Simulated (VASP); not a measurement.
# Te2Mo in VASP: further runs

Runs on Te2Mo. Level: LDA. Tasks: single point.

All numbers are computed with VASP 6.6.1; they aren't measurements. Logs are shortened: lines on timing, memory, paths and dates and some standing lists are left out, and cuts for length are marked.

### 1 The cell of the first run

The cell holds a slab with vacuum, 6 atoms: a = 3.470 Å, b = 3.470 Å, c = 25.129 Å, α = 90.00°, β = 90.00°, γ = 120.00°.

### 2 Single point, LDA

INCAR reads:

```
PREC     = Accurate       # precision mode
ENCUT    = 520            # plane-wave cutoff, eV
EDIFF    = 1E-6           # SCF threshold, eV
ISMEAR   = 0              # smearing method
SIGMA    = 0.02           # smearing width, eV
LREAL    = F              # projectors in reciprocal space
LASPH    = T              # aspherical terms in the spheres
NELM     = 100            # most SCF steps
ALGO     = Normal         # electronic algorithm
ISIF     = 2              # what is computed and relaxed
LWAVE    = F              # write WAVECAR
LCHARG   = T              # write CHGCAR
LELF     = T              # ELF
LVHAR    = T            
NBANDS   = 35             # bands
```

KPOINTS reads:

```
Automatic mesh
0
Gamma
  12 12 2
```

POSCAR reads:

```
Te2Mo
1.0
    3.4699282939      0.0000000000      0.0000000000
   -1.7349641469      3.0050460519      0.0000000000
    0.0000000000      0.0000000000     25.1285054592
Te Mo
4 2
Direct
    0.3333333333      0.6666666667      0.0652056089
    0.6666666667      0.3333333333      0.7918890471
    0.6666666667      0.3333333333      0.9347943911
    0.3333333333      0.6666666667      0.2081109529
    0.3333333333      0.6666666667      0.8632306751
    0.6666666667      0.3333333333      0.1367693249
```

Potentials or basis: VASP PAW LDA potentials, release 64 (Te, Mo_sv).

Run with:

```sh
$ cat potpaw_LDA.64/Te/POTCAR potpaw_LDA.64/Mo_sv/POTCAR > POTCAR
$ mpirun -np 1 vasp_std > vasp.out
```

OUTCAR:

```text
PREC = Accurate
   ENCUT = 520
   EDIFF = 1E-6
   ISMEAR = 0
   LREAL = F
   LASPH = T
   NELM = 100
   ISIF = 2

 ion  position               nearest neighbor table
   1  0.333  0.667  0.065-   6 2.69   6 2.69   6 2.69   4 3.59
   2  0.667  0.333  0.792-   5 2.69   5 2.69   5 2.69   3 3.59
   3  0.667  0.333  0.935-   5 2.69   5 2.69   5 2.69   2 3.59
   4  0.333  0.667  0.208-   6 2.69   6 2.69   6 2.69   1 3.59
   5  0.333  0.667  0.863-   2 2.69   2 2.69   2 2.69   3 2.69   3 2.69   3 2.69
   6  0.667  0.333  0.137-   4 2.69   4 2.69   4 2.69   1 2.69   1 2.69   1 2.69

  LATTYP: Found a hexagonal cell.
 ALAT       =     3.4699282939
 C/A-ratio  =     7.2417938732

  Lattice vectors:

 A1 = (   3.4699282939,   0.0000000000,   0.0000000000)
 A2 = (  -1.7349641469,   3.0050460519,   0.0000000000)
 A3 = (   0.0000000000,   0.0000000000,  25.1285054592)

Analysis of symmetry for initial positions (statically):
=====================================================================
 Subroutine PRICEL returns:
 Original cell was already a primitive cell.

 Routine SETGRP: Setting up the symmetry group for a
 hexagonal supercell.

 Subroutine GETGRP returns: Found 12 space group operations
 (whereof 12 operations were pure point group operations)
 out of a pool of 24 trial point group operations.

The static configuration has the point symmetry D_3d.

Analysis of symmetry for dynamics (positions and initial velocities):
=====================================================================
 Subroutine PRICEL returns:
 Original cell was already a primitive cell.

 Routine SETGRP: Setting up the symmetry group for a
 hexagonal supercell.

 Subroutine GETGRP returns: Found 12 space group operations
 (whereof 12 operations were pure point group operations)
 out of a pool of 24 trial point group operations.

The dynamic configuration has the point symmetry D_3d.

 Subroutine INISYM returns: Found 12 space group operations
 (whereof 12 operations are pure point group operations),
 and found     1 'primitive' translations

----------------------------------------------------------------------------------------

                                     Primitive cell

  volume of cell :     262.0223

  direct lattice vectors                    reciprocal lattice vectors
     3.469928294  0.000000000  0.000000000     0.288190393  0.166386801  0.000000000
    -1.734964147  3.005046052  0.000000000     0.000000000  0.332773602  0.000000000
     0.000000000  0.000000000 25.128505459     0.000000000  0.000000000  0.039795443

  length of vectors
     3.469928294  3.469928294 25.128505459     0.332773602  0.332773602  0.039795443

  position of ions in fractional coordinates (direct lattice)
     0.333333333  0.666666667  0.065205609
     0.666666667  0.333333333  0.791889047
     0.666666667  0.333333333  0.934794391
     0.333333333  0.666666667  0.208110953
     0.333333333  0.666666667  0.863230675
     0.666666667  0.333333333  0.136769325

  ion indices of the primitive-cell ions
   primitive index   ion index
                 1           1
                 2           2
                 3           3
                 4           4
                 5           5
                 6           6

----------------------------------------------------------------------------------------

 KPOINTS: Automatic mesh

Automatic generation of k-mesh.
 Grid dimensions read from file:
 generate k-points for:   12   12    2

 Generating k-lattice:

  Cartesian coordinates                     Fractional coordinates (reciprocal lattice)
     0.024015866  0.013865567  0.000000000     0.083333333  0.000000000  0.000000000
     0.000000000  0.027731134  0.000000000     0.000000000  0.083333333  0.000000000
     0.000000000  0.000000000  0.019897721     0.000000000  0.000000000  0.500000000

  Length of vectors
     0.027731134  0.027731134  0.019897721

  Shift w.r.t. Gamma in fractional coordinates (k-lattice)
     0.000000000  0.000000000  0.000000000

 Subroutine IBZKPT returns following result:
 ===========================================

 Found     38 irreducible k-points:

 Following reciprocal coordinates:
            Coordinates               Weight
  0.000000  0.000000  0.000000      1.000000
  0.083333  0.000000  0.000000      6.000000
  0.166667  0.000000  0.000000      6.000000
  0.250000  0.000000  0.000000      6.000000
  0.333333 -0.000000  0.000000      6.000000
  0.416667 -0.000000  0.000000      6.000000
[... 16 lines left out ...]
  0.250000  0.000000  0.500000      6.000000
  0.333333 -0.000000  0.500000      6.000000
 [... further k-points ...]
   k-points           NKPTS =     38   k-points in BZ     NKDIM =     38   number of bands    NBANDS=     35
   number of dos      NEDOS =    301   number of ions     NIONS =      6
   total plane-waves  NPLWV = 150528
   dimension x,y,z NGX =    28 NGY =   28 NGZ =  192
   dimension x,y,z NGXF=    56 NGYF=   56 NGZF=  384
   ions per type =               4   2
   NGX,Y,Z   is equivalent  to a cutoff of  13.41, 13.41, 12.70 a.u.
   NGXF,Y,Z  is equivalent  to a cutoff of  26.83, 26.83, 25.40 a.u.
 SYSTEM =  unknown system
   PREC   = accura    normal or accurate (medium, high low for compatibility)
   ISTART =      0    job   : 0-new  1-cont  2-samecut
   ICHARG =      2    charge: 1-file 2-atom 10-const
   ISPIN  =      1    spin polarized calculation?
   LNONCOLLINEAR =      F non collinear calculations
   LSORBIT =      F    spin-orbit coupling
   LASPH  =      T    aspherical Exc in radial PAW
   ENCUT  =  520.0 eV  38.22 Ry    6.18 a.u.   6.45  6.45 46.72*2*pi/ulx,y,z
   NELM   =    100;   NELMIN=  2; NELMDL= -5     # of ELM steps
   EDIFF  = 0.1E-05   stopping-criterion for ELM
   LREAL  =      F    real-space projection
   EDIFFG = 0.1E-04   stopping-criterion for IOM
   NSW    =      0    number of steps for IOM
   IBRION =     -1    ionic relax: 0-MD 1-quasi-New 2-CG
   NFREE  =      0    steps in history (QN), initial steepest desc. (CG)
   ISIF   =      2    stress and relaxation
   ISYM   =      2    0-nonsym 1-usesym 2-fastsym
   POTIM  = 0.5000    time-step for ionic-motion
   TEBEG  =    0.0;   TEEND  =   0.0 temperature during run
   PSTRESS=    0.0 pullay stress
   NELECT =      52.0000    total number of electrons
   NUPDOWN=      -1.0000    fix difference up-down
   EMIN   =  10.00;   EMAX   =-10.00  energy-range for DOS
   EFERMI =   0.00;   METHOD = LEGACY
   ISMEAR =     0;   SIGMA  =   0.02  broadening in eV -4-tet -1-fermi 0-gaus
   EFERMI_NEDOS =   21; number of points for ismear=-14 and -15
   IALGO  =     38    algorithm
   IMIX   =      4    mixing-type and parameters
     AMIX     =   0.40;   BMIX     =  1.00
     AMIX_MAG =   1.60;   BMIX_MAG =  1.00
  volume/ion in A,a.u.               =      43.67       294.70
  Fermi-wavevector in a.u.,A,eV,Ry     =   0.954912  1.804521 12.406557  0.911856
  Thomas-Fermi vector in A             =   2.083701
   LORBIT       =      0    0 simple, 1 ext, 2 COOP (PROOUT), +10 PAW based schemes
   GGA     = CA    functional components
   LHFCALC =     F    Hartree Fock is set to
   AEXX    =    0.0000 exact exchange contribution
   IVDW    =     0    specifies the selected vdW correction
   LEPSILON=     F    determine dielectric tensor
   LRPA    =     F    only Hartree local field effects (RPA)
 non-spin polarized calculation
 Gauss-broadening in eV      SIGMA  =   0.02
  energy-cutoff  :      520.00
  volume of cell :      262.02
 maximum number of plane-waves:      7116
 NGX is ok and might be reduce to    28
   NGX = 13   NGY = 13   NGZ = 93

 number of electron      51.9999998 magnetization

 Free energy of the ion-electron system (eV)
  ---------------------------------------------------
  ext. energy  EPLUGINS =         0.00000000
  ---------------------------------------------------
  free energy    TOTEN  =       -41.10580031 eV

  energy without entropy =      -41.10580031  energy(sigma->0) =      -41.10580031

 E-fermi :   2.5305     XC(G=0):  -6.4222

 val. band max:        2.4191306755   @ k =   0.0000   0.0000   0.0000
 cond. band min:       3.3527066283   @ k =   0.2500   0.1667   0.0000
 fundamental gap:      0.9335759529
 Fermi energy:         2.5305177255

 k-point     1 :       0.0000    0.0000    0.0000
  band No.  band energies     occupation
      1     -57.9666      2.00000
      2     -57.9666      2.00000
      3     -32.3597      2.00000
      4     -32.3597      2.00000
      5     -32.1851      2.00000
      6     -32.1851      2.00000
[... 27 lines left out ...]
     34       5.9891      0.00000
     35       6.7325      0.00000

 k-point     2 :       0.0833    0.0000    0.0000
  band No.  band energies     occupation
      1     -57.9658      2.00000
      2     -57.9658      2.00000
      3     -32.3573      2.00000
      4     -32.3573      2.00000
      5     -32.1957      2.00000
      6     -32.1957      2.00000
[... 27 lines left out ...]
     34       5.8055      0.00000
     35       6.8881      0.00000

 k-point     3 :       0.1667    0.0000    0.0000
  band No.  band energies     occupation
      1     -57.9635      2.00000
      2     -57.9635      2.00000
      3     -32.3508      2.00000
      4     -32.3508      2.00000
      5     -32.2247      2.00000
      6     -32.2247      2.00000
[... 27 lines left out ...]
     34       5.9650      0.00000
     35       7.2185      0.00000
[... 723 lines left out ...]
 k-point    23 :       0.2500    0.0000    0.5000
  band No.  band energies     occupation
      1     -57.9604      2.00000
      2     -57.9604      2.00000
      3     -32.3418      2.00000
      4     -32.3418      2.00000
      5     -32.2639      2.00000
      6     -32.2639      2.00000
[... 27 lines left out ...]
     34       6.1574      0.00000
     35       7.7480      0.00000

 k-point    24 :       0.3333   -0.0000    0.5000
  band No.  band energies     occupation
      1     -57.9572      2.00000
      2     -57.9572      2.00000
      3     -32.3328      2.00000
      4     -32.3328      2.00000
      5     -32.3029      2.00000
      6     -32.3029      2.00000
[... 27 lines left out ...]
     34       6.2746      0.00000
     35       7.7070      0.00000

 [... further k-points ...]

------------------------ aborting loop because EDIFF is reached ----------------------------------------

  FORCE on cell =-STRESS in cart. coord.  units (eV):
  Direction    XX          YY          ZZ          XY          YZ          ZX
  --------------------------------------------------------------------------------------
  -------------------------------------------------------------------------------------
  Total        0.2098109      0.2098109      0.3739614      0.0000000      0.0000000     -0.0000000
  in kB        1.2829221      1.2829221      2.2866466      0.0000000      0.0000000     -0.0000000
  external PRESSURE =       1.6174969 kB  Pullay stress =       0.0000000 kB

 VOLUME and BASIS-vectors are now :
 -----------------------------------------------------------------------------
  energy-cutoff  :      520.00
  volume of cell :      262.02
      direct lattice vectors                 reciprocal lattice vectors
     3.469928294  0.000000000  0.000000000     0.288190393  0.166386801  0.000000000
    -1.734964147  3.005046052  0.000000000     0.000000000  0.332773602  0.000000000
     0.000000000  0.000000000 25.128505459     0.000000000  0.000000000  0.039795443

 POSITION                                       TOTAL-FORCE (eV/Angst)
 -----------------------------------------------------------------------------------
     -0.00000      2.00336      1.63852        -0.000000      0.000000     -0.057640
      1.73496      1.00168     19.89899        -0.000000      0.000000     -0.055603
      1.73496      1.00168     23.48999        -0.000000      0.000000      0.057640
     -0.00000      2.00336      5.22952         0.000000     -0.000000      0.055603
     -0.00000      2.00336     21.69170         0.000000     -0.000000     -0.002115
      1.73496      1.00168      3.43681        -0.000000      0.000000      0.002115
 -----------------------------------------------------------------------------------
    total drift:                                0.000000     -0.000000      0.000000

  FREE ENERGIE OF THE ION-ELECTRON SYSTEM (eV)
  ---------------------------------------------------
  free  energy   TOTEN  =       -41.1058003147 eV

  energy  without entropy=      -41.1058003147  energy(sigma->0) =      -41.10580031
```

Wall time 7.6 min (1 thread of Intel Xeon Platinum 8488C (Sapphire Rapids), shared host); peak memory 0.48 GiB.

What came out:

| Property | Result |
| --- | --- |
| Free energy | -41.1058 eV |
| Largest force | 0.058 eV/Å |
| Band gap on the k mesh | 0.93 eV (least direct gap 1.18 eV) |

Forces on the atoms (eV/Å):
```
Te   0.000  0.000 -0.058
Te   0.000  0.000 -0.056
Te   0.000  0.000  0.058
Te   0.000  0.000  0.056
Mo   0.000  0.000 -0.002
Mo   0.000  0.000  0.002
```

Levels at points of the mesh, in eV from the valence-band top:
```
           k point  band 23  band 24  band 25  band 26  band 27  band 28  band 29  band 30
(0.00, 0.00, 0.00)    -0.98    -0.98    -0.88     0.00     3.11     3.11     3.21     3.21
(0.50, 0.00, 0.00)    -0.95    -0.94    -0.42    -0.24     1.39     1.43     1.62     1.83
(0.00, 0.00, 0.50)    -0.98    -0.98    -0.88     0.00     3.11     3.11     3.21     3.21
(0.50, 0.00, 0.50)    -0.95    -0.94    -0.42    -0.24     1.39     1.43     1.62     1.83
```

Caveat: there is no dipole correction, which matters where the two faces differ; spin-orbit coupling is left out, which moves the levels of the heavy elements.

(Continued in part 2 of 2.)
